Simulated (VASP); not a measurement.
A run of VASP 6.6.1:

File INCAR:

```
SYSTEM = SiNi
PREC = Accurate ; ENCUT = 520
EDIFF = 1E-6 ; ISMEAR = 0
SIGMA = 0.15 ; LREAL = .False.
LASPH = .True. ; NELM = 100
ALGO = Fast ; ISIF = 2
LWAVE = .False. ; LCHARG = .False.
GGA = PS ; NBANDS = 38
```

KPOINTS

```
regular mesh
0
Gamma
  8 12 8
  0 0 0
```

Contents of POSCAR:

```
SiNi
1.0
    5.0878282843      0.0000000000      0.0000000000
    0.0000000000      3.3577714910      0.0000000000
    0.0000000000      0.0000000000      5.5278301702
Si Ni
4 4
Direct
    0.3214276657      0.7500000000      0.0865554855
    0.1785723343      0.2500000000      0.5865554855
    0.8214276657      0.7500000000      0.4134445145
    0.6785723343      0.2500000000      0.9134445145
    0.0093007310      0.2500000000      0.1873863638
    0.4906992690      0.7500000000      0.6873863638
    0.5093007310      0.2500000000      0.3126136362
    0.9906992690      0.7500000000      0.8126136362
```

Potentials or basis: VASP PAW PBE potentials, release 64 (Si, Ni).

Command:

```bash
$ cat potpaw_PBE.64/Si/POTCAR potpaw_PBE.64/Ni/POTCAR > POTCAR
$ mpirun -np 1 vasp_std > vasp.out
```

Hardware: 1 thread of Oxide Virtual Turin-like Processor, on a shared host.

Estimate the wall time of this run.

It took 13 min on 1 thread of Oxide Virtual Turin-like Processor (shared host), peak memory 0.52 GiB. Counts: scf iterations 19, k points 175.
